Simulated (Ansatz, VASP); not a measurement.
Zn3SeS2: VASP beside Ansatz

Contents of INCAR:

```
SYSTEM = Zn3SeS2
PREC = Accurate
ENCUT = 600
EDIFF = 1E-6
ISMEAR = 0
SIGMA = 0.1
LREAL = .False.
LASPH = .True.
NELM = 100
ALGO = Normal
ISIF = 3
LWAVE = .False.
LCHARG = .False.
GGA = PE
IBRION = 2
NSW = 90
EDIFFG = -0.04
```

KPOINTS

```
regular mesh
0
Gamma
  6 6 6
  0 0 0
```

File POSCAR:

```
Zn3SeS2
1.0
   -1.9164385600      1.9164385600      8.1307602300
    1.9164385600     -1.9164385600      8.1307602300
    1.9164385600      1.9164385600     -8.1307602300
Zn Se S
3 1 2
Direct
    0.5833333300      0.0833333300      0.5000000000
    0.2500000000      0.7500000000      0.5000000000
    0.9166666700      0.4166666700      0.5000000000
    0.5000000000      0.5000000000      0.0000000000
    0.8333333300      0.8333333300      0.0000000000
    0.1666666700      0.1666666700      0.0000000000
```

Input for Ansatz:

```yaml
crystal:
  lattice:
    - [-1.91643856, 1.91643856, 8.13076023]
    - [1.91643856, -1.91643856, 8.13076023]
    - [1.91643856, 1.91643856, -8.13076023]
  atoms:
    - { symbol: Zn, position: [0.58333333, 0.08333333, 0.5] }
    - { symbol: Zn, position: [0.25, 0.75, 0.5] }
    - { symbol: Zn, position: [0.91666667, 0.41666667, 0.5] }
    - { symbol: Se, position: [0.5, 0.5, 0.0] }
    - { symbol: S, position: [0.83333333, 0.83333333, 0.0] }
    - { symbol: S, position: [0.16666667, 0.16666667, 0.0] }
basis:
  ecutwfc: 420
kpoints:
  mp_grid: { grid: [6, 6, 6] }
hamiltonian:
  xc: pbe
scf:
  occupations: { method: gaussian, width: 0.1 }
  lower_state_search: "off"
output:
  forces: true
  stress: true
  eigenvalues: true
relax:
  adjacent_minimum: "off"
  f_tol: 0.04
  max_steps: 70
  cell: { stress_tol: 0.4 }
```

Alike in both runs: task relaxation of cell and atoms; functional PBE; k mesh 6 × 6 × 6; occupations gaussian, width 0.1 eV; no spin polarisation.

```csv
,VASP,Ansatz
version,VASP 6.6.1,Ansatz 0.2.0
potentials or method,"VASP PAW PBE potentials, release 64 (Zn, Se, S), cutoff 600 eV","scalar-relativistic, plane waves, PAW"
valence electrons in the cell,54,64
```

Ansatz gave:

- gap on the k mesh at the Fermi level, each at its own relaxed structure (eV): 1.65
- relaxed volume (Å³/atom): 21.18
- relaxed cell length with the largest relative difference (Å): 8.747

**Question.** Which values does VASP return?

**Answer.** gap on the k mesh at the Fermi level, each at its own relaxed structure (eV): 1.61; relaxed volume (Å³/atom): 21.34; relaxed cell length with the largest relative difference (Å): 8.766.

VASP's potentials hold 54 valence electrons a cell and Ansatz's 64, so a difference there can come from the potentials and not from the codes.
